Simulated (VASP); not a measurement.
Wanted: the native input for a VASP 6.6.1 run.

| Quantity | Value |
| --- | --- |
| Task | single point |
| Functional | PBE |
| Potentials or basis | VASP PAW PBE potentials, release 64 (Rh_pv) |
| Cutoff | 520 eV |
| k mesh | 11 × 11 × 11 |
| Occupations | fermi-dirac, width 0.05 eV |
| Spin | collinear spin, ferromagnetic start |
| Starting moments | [1.0, 1.0] μB |
| Dipole correction | no |
| Further INCAR settings | ALGO = Normal; EDIFF = 1e-07; NBANDS = 26 |

The structure of Rh lies in POSCAR:

```
Rh
1.0
    0.0000000000      2.7570075637      2.7570075637
    2.7570075637      0.0000000000      2.7570075637
    2.7570075637      2.7570075637      0.0000000000
Rh
2
Direct
    0.1250000000      0.1250000000      0.1250000000
    0.8750000000      0.8750000000      0.8750000000
```

These files were run (other wordings do the same):

INCAR

```
SYSTEM = Rh
ALGO     = Normal         ! electronic algorithm
EDIFF    = 1E-7           ! SCF threshold, eV
ENCUT    = 520            ! plane-wave cutoff, eV
GGA      = PE             ! functional
ISIF     = 2              ! what is computed and relaxed
ISMEAR   = -1             ! smearing method
ISPIN    = 2              ! spin polarisation
LASPH    = .True.         ! aspherical terms in the spheres
LCHARG   = .False.        ! write CHGCAR
LMAXMIX  = 4              ! l up to which the mixer works
LORBIT   = 11             ! projections on sites
LREAL    = .False.        ! projectors in reciprocal space
LWAVE    = .False.        ! write WAVECAR
MAGMOM   = 1 1            ! initial moments
NBANDS   = 26             ! bands
NELM     = 150            ! most SCF steps
PREC     = Accurate       ! precision mode
SIGMA    = 0.05           ! smearing width, eV
```

KPOINTS

```
k-points
0
Gamma
  11 11 11
  0 0 0
```

Potentials or basis: VASP PAW PBE potentials, release 64 (Rh_pv).

Run with:

```console
$ cat potpaw_PBE.64/Rh_pv/POTCAR > POTCAR
$ mpirun -np 1 vasp_std > vasp.out
```

It gave:

- Pressure: 0.0 GPa
- Band gap on the k mesh: zero (filled and empty bands overlap)
- Net moment: 0.00 μB per cell
- Valence electrons inside the program's atomic spheres: Rh 13.81

It took 64 s on 1 thread of Intel(R) Xeon(R) Platinum 8559C (Emerald Rapids) (shared host), peak memory 0.23 GiB.
